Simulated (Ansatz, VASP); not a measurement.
## SiC: VASP beside Ansatz

```xyz
2
Lattice="0.0697 2.1607 2.1607 2.1607 0.0697 2.1607 2.1607 2.1607 0.0697" Properties=species:S:1:pos:R:3 pbc="T T T"
Si    0.0077    0.0077    0.0077
C     1.0901    1.0901    1.0901
```

Change from the starting cell: epitaxial_111 strain -4.0%.

Alike in both runs: task single point; functional HSE06; k mesh 8 × 8 × 8; no spin polarisation.

|  | VASP | Ansatz |
| --- | --- | --- |
| version | VASP 6.6.1 | Ansatz 0.2.0 |
| potentials or method | VASP PAW PBE potentials, release 64 (Si, C) | plane waves, PAW |
| plane-wave cutoff (eV) | 520 | 420 |
| occupations | gaussian, width 0.01 eV | fixed |
| valence electrons in the cell | 8 | 8 |

VASP gave:

```
gap on the k mesh at the Fermi level (eV)                     : 1.91
pressure (GPa)                                                : 17.9
traceless stress, the component that is largest in VASP (GPa) : -9.70
rms of the force components (eV/Å)                            : 0.008
```

Problem. Which values does Ansatz return?

Solution. gap on the k mesh at the Fermi level (eV): 1.91; pressure (GPa): 18.4; traceless stress, the component that is largest in VASP (GPa): -9.65; rms of the force components (eV/Å): 0.012.

Atom by atom the forces differ by 0.003 eV/Å (rms over components). Ansatz's warnings: stress exchange threshold loose, stress scf threshold loose.
